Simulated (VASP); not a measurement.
# Cu (Fm-3m) in VASP: single point with r2SCAN

Aim: the single point of Cu with r2SCAN.

All numbers are computed with VASP 6.6.1; they aren't measurements. Logs are shortened: lines on timing, memory, paths and dates and some standing lists are left out, and cuts for length are marked.

## Step 1: The cell of the first run

Symmetry: Fm-3m, No. 225, cubic system. Conventional cell: a = 3.628 Å, b = 3.628 Å, c = 3.628 Å, α = 90.00°, β = 90.00°, γ = 90.00°. Within 3.4 Å of Cu (site symmetry m-3m) lie 12 Cu at 2.57 Å.

## Step 2: Single point, r2SCAN, collinear spin, zero start

Input file POSCAR:

```
Cu
1.0
   -1.8138776400     -1.8138776400     -3.6277552800
    1.8138776400     -1.8138776400      0.0000000000
   -1.8138776400     -1.8138776400      0.0000000000
Cu
2
Direct
    0.0000000000      0.0000000000      0.0000000000
    0.5000000000      0.5000000000      0.0000000000
```

Input file INCAR.step1:

```
PREC = Accurate
ENCUT = 520
ISMEAR = -1
SIGMA = 0.1
LREAL = F
LASPH = T
NELM = 150
ISPIN = 2
MAGMOM = 0 0
LMAXMIX = 4
NBANDS = 22
ISYM = 0
GGA = PE
ALGO = Normal
EDIFF = 1E-4
LWAVE = T
LCHARG = F
```

Input file INCAR.step2:

```
PREC = Accurate
ENCUT = 520
EDIFF = 1E-6
ISMEAR = -1
SIGMA = 0.1
LREAL = F
LASPH = T
NELM = 150
ALGO = Normal
ISIF = 2
LWAVE = F
LCHARG = T
ISPIN = 2
MAGMOM = 0 0
LORBIT = 11
LMAXMIX = 4
METAGGA = R2SCAN
LMIXTAU = T
LELF = T
LVHAR = T
NBANDS = 22
ISYM = 0
ISTART = 1
```

Input file KPOINTS:

```
regular mesh
0
Gamma
  8 8 8
```

Potentials or basis: VASP PAW PBE potentials, release 64 (Cu).

Started as:

```sh
> cat potpaw_PBE.64/Cu/POTCAR > POTCAR
> cp INCAR.step1 INCAR
> mpirun -np 1 vasp_std > vasp.out
> cp INCAR.step2 INCAR
> mpirun -np 1 vasp_std > vasp.out
```

OUTCAR:

```text
PREC = Accurate
   ENCUT = 520
   EDIFF = 1E-6
   ISMEAR = -1
   LREAL = F
   LASPH = T
   NELM = 150
   ISIF = 2
   ISPIN = 2
   LORBIT = 11
   METAGGA = R2SCAN
   ISYM = 0
   ISTART = 1

 ion  position               nearest neighbor table
   1  0.000  0.000  0.000-   2 2.57   2 2.57   2 2.57   2 2.57   2 2.57   2 2.57   2 2.57   2 2.57

   2  0.500  0.500  0.000-   1 2.57   1 2.57   1 2.57   1 2.57   1 2.57   1 2.57   1 2.57   1 2.57

IMPORTANT INFORMATION: All symmetrisations will be switched off!
NOSYMM: (Re-)initialisation of all symmetry stuff for point group C_1.

----------------------------------------------------------------------------------------

                                     Primitive cell

  volume of cell :      23.8717

  direct lattice vectors                    reciprocal lattice vectors
    -1.813877640 -1.813877640 -3.627755280     0.000000000  0.000000000 -0.275652552
     1.813877640 -1.813877640  0.000000000     0.275652552 -0.275652552  0.000000000
    -1.813877640 -1.813877640  0.000000000    -0.275652552 -0.275652552  0.275652552

  length of vectors
     4.443074674  2.565210359  2.565210359     0.275652552  0.389831577  0.477444225

  position of ions in fractional coordinates (direct lattice)
     0.000000000  0.000000000  0.000000000
     0.500000000  0.500000000  0.000000000

  ion indices of the primitive-cell ions
   primitive index   ion index
                 1           1
                 2           2

----------------------------------------------------------------------------------------

 KPOINTS: regular mesh

Automatic generation of k-mesh.
 Grid dimensions read from file:
 generate k-points for:    8    8    8

 Generating k-lattice:

  Cartesian coordinates                     Fractional coordinates (reciprocal lattice)
     0.000000000  0.000000000 -0.034456569     0.125000000  0.000000000  0.000000000
     0.034456569 -0.034456569  0.000000000     0.000000000  0.125000000  0.000000000
    -0.034456569 -0.034456569  0.034456569     0.000000000  0.000000000  0.125000000

  Length of vectors
     0.034456569  0.048728947  0.059680528

  Shift w.r.t. Gamma in fractional coordinates (k-lattice)
     0.000000000  0.000000000  0.000000000

 Subroutine IBZKPT returns following result:
 ===========================================

 Found    260 irreducible k-points:

 Following reciprocal coordinates:
            Coordinates               Weight
  0.000000  0.000000  0.000000      1.000000
  0.125000  0.000000  0.000000      2.000000
  0.250000  0.000000  0.000000      2.000000
  0.375000  0.000000  0.000000      2.000000
  0.500000  0.000000  0.000000      1.000000
  0.000000  0.125000  0.000000      2.000000
[... 16 lines left out ...]
  0.250000  0.000000  0.250000      2.000000
  0.125000  0.250000  0.000000      2.000000
 [... further k-points ...]
   k-points           NKPTS =    260   k-points in BZ     NKDIM =    260   number of bands    NBANDS=     22
   number of dos      NEDOS =    301   number of ions     NIONS =      2
   total plane-waves  NPLWV =  14400
   dimension x,y,z NGX =    36 NGY =   20 NGZ =   20
   dimension x,y,z NGXF=    72 NGYF=   40 NGZF=   40
   ions per type =               2
   NGX,Y,Z   is equivalent  to a cutoff of  13.47, 12.96, 12.96 a.u.
   NGXF,Y,Z  is equivalent  to a cutoff of  26.94, 25.92, 25.92 a.u.
 SYSTEM =  unknown system
   PREC   = accura    normal or accurate (medium, high low for compatibility)
   ISTART =      1    job   : 0-new  1-cont  2-samecut
   ICHARG =      0    charge: 1-file 2-atom 10-const
   ISPIN  =      2    spin polarized calculation?
   LNONCOLLINEAR =      F non collinear calculations
   LSORBIT =      F    spin-orbit coupling
   LASPH  =      T    aspherical Exc in radial PAW
   ENCUT  =  520.0 eV  38.22 Ry    6.18 a.u.   8.26  4.77  4.77*2*pi/ulx,y,z
   NELM   =    150;   NELMIN=  2; NELMDL=  0     # of ELM steps
   EDIFF  = 0.1E-05   stopping-criterion for ELM
   LREAL  =      F    real-space projection
   EDIFFG = 0.1E-04   stopping-criterion for IOM
   NSW    =      0    number of steps for IOM
   IBRION =     -1    ionic relax: 0-MD 1-quasi-New 2-CG
   NFREE  =      0    steps in history (QN), initial steepest desc. (CG)
   ISIF   =      2    stress and relaxation
   ISYM   =      0    0-nonsym 1-usesym 2-fastsym
   POTIM  = 0.5000    time-step for ionic-motion
   TEBEG  =    0.0;   TEEND  =   0.0 temperature during run
   PSTRESS=    0.0 pullay stress
   NELECT =      22.0000    total number of electrons
   NUPDOWN=      -1.0000    fix difference up-down
   EMIN   =  10.00;   EMAX   =-10.00  energy-range for DOS
   EFERMI =   0.00;   METHOD = LEGACY
   ISMEAR =    -1;   SIGMA  =   0.10  broadening in eV -4-tet -1-fermi 0-gaus
   EFERMI_NEDOS =   21; number of points for ismear=-14 and -15
   IALGO  =     38    algorithm
   IMIX   =      4    mixing-type and parameters
     AMIX     =   0.40;   BMIX     =  1.00
     AMIX_MAG =   1.60;   BMIX_MAG =  1.00
  volume/ion in A,a.u.               =      11.94        80.55
  Fermi-wavevector in a.u.,A,eV,Ry     =   1.593142  3.010601 34.532954  2.538100
  Thomas-Fermi vector in A             =   2.691418
   LORBIT       =     11    0 simple, 1 ext, 2 COOP (PROOUT), +10 PAW based schemes
   METAGGA = R2SCAN    functional components
   LHFCALC =     F    Hartree Fock is set to
   AEXX    =    0.0000 exact exchange contribution
   IVDW    =     0    specifies the selected vdW correction
   LEPSILON=     F    determine dielectric tensor
   LRPA    =     F    only Hartree local field effects (RPA)
 spin polarized calculation
  energy-cutoff  :      520.00
  volume of cell :       23.87
 maximum number of plane-waves:       664
 NGX is ok and might be reduce to    36
   NGX = 17   NGY =  9   NGZ =  9

 number of electron      21.9999977 magnetization      -0.0000003

 number of electron      21.9999977 magnetization       0.0000000

 Free energy of the ion-electron system (eV)
  ---------------------------------------------------
  ext. energy  EPLUGINS =         0.00000000
  ---------------------------------------------------
  free energy    TOTEN  =       -21.62771407 eV

  energy without entropy =      -21.60213917  energy(sigma->0) =      -21.61492662

 E-fermi :   7.2393     XC(G=0): -13.6720

 val. band max:        7.2131853636   @ k =   0.1250   0.5000  -0.1250
 cond. band min:       7.3932534688   @ k =  -0.1250   0.1250   0.5000
 fundamental gap:      0.1800681052
 Fermi energy:         7.2392786572

 spin component 1

 k-point     1 :       0.0000    0.0000    0.0000
  band No.  band energies     occupation
      1      -2.3145      1.00000
      2       2.2794      1.00000
      3       2.7480      1.00000
      4       4.1684      1.00000
      5       4.1709      1.00000
      6       4.1712      1.00000
[... 14 lines left out ...]
     21      33.5123      0.00000
     22      35.8859      0.00000

 k-point     2 :       0.1250    0.0000    0.0000
  band No.  band energies     occupation
      1      -2.1189      1.00000
      2       2.2739      1.00000
      3       2.7993      1.00000
      4       4.1115      1.00000
      5       4.2159      1.00000
      6       4.2162      1.00000
[... 14 lines left out ...]
     21      32.7106      0.00000
     22      36.9462      0.00000

 k-point     3 :       0.2500    0.0000    0.0000
  band No.  band energies     occupation
      1      -1.5422      1.00000
      2       2.1628      1.00000
      3       2.9464      1.00000
      4       3.9505      1.00000
      5       4.3484      1.00000
      6       4.3487      1.00000
[... 14 lines left out ...]
     21      31.1053      0.00000
     22      36.3909      0.00000

 k-point     4 :       0.3750    0.0000    0.0000
  band No.  band energies     occupation
      1      -0.6221      1.00000
      2       1.6202      1.00000
      3       3.1699      1.00000
      4       3.7132      1.00000
      5       4.5599      1.00000
      6       4.5602      1.00000
[... 14 lines left out ...]
     21      29.1542      0.00000
     22      32.5939      0.00000

 k-point     5 :       0.5000    0.0000    0.0000
  band No.  band energies     occupation
      1       0.5348      1.00000
      2       0.5348      1.00000
      3       3.4387      1.00000
      4       3.4388      1.00000
      5       4.5253      1.00000
      6       4.5254      1.00000
[... 417 lines left out ...]
 k-point    22 :       0.0000    0.2500    0.0000
  band No.  band energies     occupation
      1      -0.8027      1.00000
      2       2.8676      1.00000
      3       3.1030      1.00000
      4       3.8779      1.00000
      5       4.3380      1.00000
      6       4.4218      1.00000
[... 14 lines left out ...]
     21      35.5289      0.00000
     22      36.4162      0.00000

 k-point    23 :       0.2500    0.0000    0.2500
  band No.  band energies     occupation
      1      -0.8027      1.00000
      2       2.8676      1.00000
      3       3.1029      1.00000
      4       3.8782      1.00000
      5       4.3382      1.00000
      6       4.4215      1.00000
[... 14 lines left out ...]
     21      35.5288      0.00000
     22      36.4162      0.00000

 k-point    24 :       0.1250    0.2500    0.0000
  band No.  band energies     occupation
      1      -0.6287      1.00000
      2       2.8617      1.00000
      3       3.1470      1.00000
      4       3.8912      1.00000
      5       4.3331      1.00000
      6       4.3513      1.00000
[... 14 lines left out ...]
     21      36.0646      0.00000
     22      36.2374      0.00000

 [... further k-points ...]

 spin component 2

 k-point     1 :       0.0000    0.0000    0.0000
  band No.  band energies     occupation
      1      -2.3145      1.00000
      2       2.2794      1.00000
      3       2.7480      1.00000
      4       4.1684      1.00000
      5       4.1709      1.00000
      6       4.1712      1.00000
[... 14 lines left out ...]
     21      33.5123      0.00000
     22      35.8865      0.00000

 k-point     2 :       0.1250    0.0000    0.0000
  band No.  band energies     occupation
      1      -2.1189      1.00000
      2       2.2739      1.00000
      3       2.7993      1.00000
      4       4.1115      1.00000
      5       4.2159      1.00000
      6       4.2162      1.00000
[... 14 lines left out ...]
     21      32.7106      0.00000
     22      36.9462      0.00000

 k-point     3 :       0.2500    0.0000    0.0000
  band No.  band energies     occupation
      1      -1.5422      1.00000
      2       2.1628      1.00000
      3       2.9464      1.00000
      4       3.9505      1.00000
      5       4.3484      1.00000
      6       4.3487      1.00000
[... 14 lines left out ...]
     21      31.1053      0.00000
     22      36.3909      0.00000

 k-point     4 :       0.3750    0.0000    0.0000
  band No.  band energies     occupation
      1      -0.6221      1.00000
      2       1.6202      1.00000
      3       3.1699      1.00000
      4       3.7132      1.00000
      5       4.5599      1.00000
      6       4.5602      1.00000
[... 14 lines left out ...]
     21      29.1542      0.00000
     22      32.5939      0.00000

 k-point     5 :       0.5000    0.0000    0.0000
  band No.  band energies     occupation
      1       0.5348      1.00000
      2       0.5348      1.00000
      3       3.4387      1.00000
      4       3.4388      1.00000
      5       4.5253      1.00000
      6       4.5254      1.00000
[... 417 lines left out ...]
 k-point    22 :       0.0000    0.2500    0.0000
  band No.  band energies     occupation
      1      -0.8027      1.00000
      2       2.8676      1.00000
      3       3.1030      1.00000
      4       3.8779      1.00000
      5       4.3380      1.00000
      6       4.4218      1.00000
[... 14 lines left out ...]
     21      35.5289      0.00000
     22      36.4162      0.00000

 k-point    23 :       0.2500    0.0000    0.2500
  band No.  band energies     occupation
      1      -0.8027      1.00000
      2       2.8676      1.00000
      3       3.1029      1.00000
      4       3.8782      1.00000
      5       4.3382      1.00000
      6       4.4215      1.00000
[... 14 lines left out ...]
     21      35.5288      0.00000
     22      36.4162      0.00000

 k-point    24 :       0.1250    0.2500    0.0000
  band No.  band energies     occupation
      1      -0.6287      1.00000
      2       2.8617      1.00000
      3       3.1470      1.00000
      4       3.8912      1.00000
      5       4.3331      1.00000
      6       4.3513      1.00000
[... 14 lines left out ...]
     21      36.0646      0.00000
     22      36.2374      0.00000

 [... further k-points ...]
[... 5 lines left out ...]
  --------------------------------------------------------------------------------------
  -------------------------------------------------------------------------------------
  Total       -0.7779637     -0.7779623     -0.7843473      0.0015513      0.0007203      0.0007207
  in kB      -52.2138814    -52.2137871    -52.6423185      0.1041163      0.0483436      0.0483721
  external PRESSURE =     -52.3566623 kB  Pullay stress =       0.0000000 kB

 VOLUME and BASIS-vectors are now :
 -----------------------------------------------------------------------------
  energy-cutoff  :      520.00
  volume of cell :       23.87
      direct lattice vectors                 reciprocal lattice vectors
    -1.813877640 -1.813877640 -3.627755280     0.000000000  0.000000000 -0.275652552
     1.813877640 -1.813877640  0.000000000     0.275652552 -0.275652552  0.000000000
    -1.813877640 -1.813877640  0.000000000    -0.275652552 -0.275652552  0.275652552

 POSITION                                       TOTAL-FORCE (eV/Angst)
 -----------------------------------------------------------------------------------
      0.00000      0.00000      0.00000        -0.000000     -0.000000     -0.000000
      0.00000     -1.81388     -1.81388         0.000000      0.000000      0.000000
 -----------------------------------------------------------------------------------
    total drift:                                0.000000      0.000001     -0.000001

  FREE ENERGIE OF THE ION-ELECTRON SYSTEM (eV)
  ---------------------------------------------------
  free  energy   TOTEN  =       -21.6277140656 eV

  energy  without entropy=      -21.6021391749  energy(sigma->0) =      -21.61492662

 total charge

# of ion       s       p       d       tot
------------------------------------------
    1        0.455   0.390   9.193  10.038
    2        0.455   0.390   9.193  10.038
--------------------------------------------------
tot          0.910   0.779  18.386  20.075

 magnetization (x)

# of ion       s       p       d       tot
------------------------------------------
    1        0.000  -0.000   0.000   0.000
    2       -0.000  -0.000  -0.000  -0.000
--------------------------------------------------
tot          0.000  -0.000   0.000   0.000
```

Run time: 6.5 min. Hardware: 1 thread of Intel Xeon Platinum 8559C (Emerald Rapids), shared host; peak memory 0.29 GiB.

Results:

```yaml
Free_energy: -21.6277 eV
Pressure: -5.2 GPa
Band_gap_on_the_k_mesh: zero (filled and empty bands overlap)
Net_moment: 0.00 μB per cell
Valence_electrons_inside_the_program's_atomic_spheres: Cu 10.04
```

Levels at points of the mesh, in eV from the Fermi level:
Spin up:
```
           k point  band 7  band 8  band 9  band 10  band 11  band 12  band 13  band 14  band 15  band 16
(0.00, 0.00, 0.00)   -2.27   -2.27   -1.72    -1.54    -1.54     1.62     7.39    13.70    13.70    18.04
(0.50, 0.00, 0.00)   -2.41   -2.41   -2.41    -2.41    -2.00    -2.00    17.82    17.82    17.82    17.82
(0.00, 0.50, 0.00)   -2.59   -2.59   -2.25    -2.25    -0.31    -0.31    10.06    10.06    11.38    11.38
(0.50, 0.00, 0.50)   -2.59   -2.59   -2.25    -2.25    -0.31    -0.31    10.06    10.06    11.38    11.38
(0.50, 0.50, 0.00)   -1.69   -1.69   -1.69    -1.69    -0.98    -0.98     3.95     3.95    21.84    21.84
(0.00, 0.00, 0.50)   -1.69   -1.69   -1.69    -1.69    -0.98    -0.98     3.95     3.95    21.84    21.84
(0.00, 0.50, 0.50)   -2.30   -2.30   -1.54    -1.54     6.46     6.46     6.46     6.46     8.56     8.56
(0.50, 0.50, 0.50)   -1.54   -1.54   -1.54    -1.54     1.63     1.63     7.39     7.39    13.71    13.71
```
Spin down:
```
           k point  band 9  band 10  band 11  band 12  band 13  band 14
(0.00, 0.00, 0.00)   -1.72    -1.54    -1.54     1.62     7.39    13.70
(0.50, 0.00, 0.00)   -2.41    -2.41    -2.00    -2.00    17.82    17.82
(0.00, 0.50, 0.00)   -2.25    -2.25    -0.31    -0.31    10.06    10.06
(0.50, 0.00, 0.50)   -2.25    -2.25    -0.31    -0.31    10.06    10.06
(0.50, 0.50, 0.00)   -1.69    -1.69    -0.98    -0.98     3.95     3.95
(0.00, 0.00, 0.50)   -1.69    -1.69    -0.98    -0.98     3.95     3.95
(0.00, 0.50, 0.50)   -1.54    -1.54     6.46     6.46     6.46     6.46
(0.50, 0.50, 0.50)   -1.54    -1.54     1.63     1.63     7.39     7.39
```

Caveat: the k points lie up to 0.37 Å⁻¹ apart; the PAW data sets were made with another functional, which shifts forces and pressure a little.
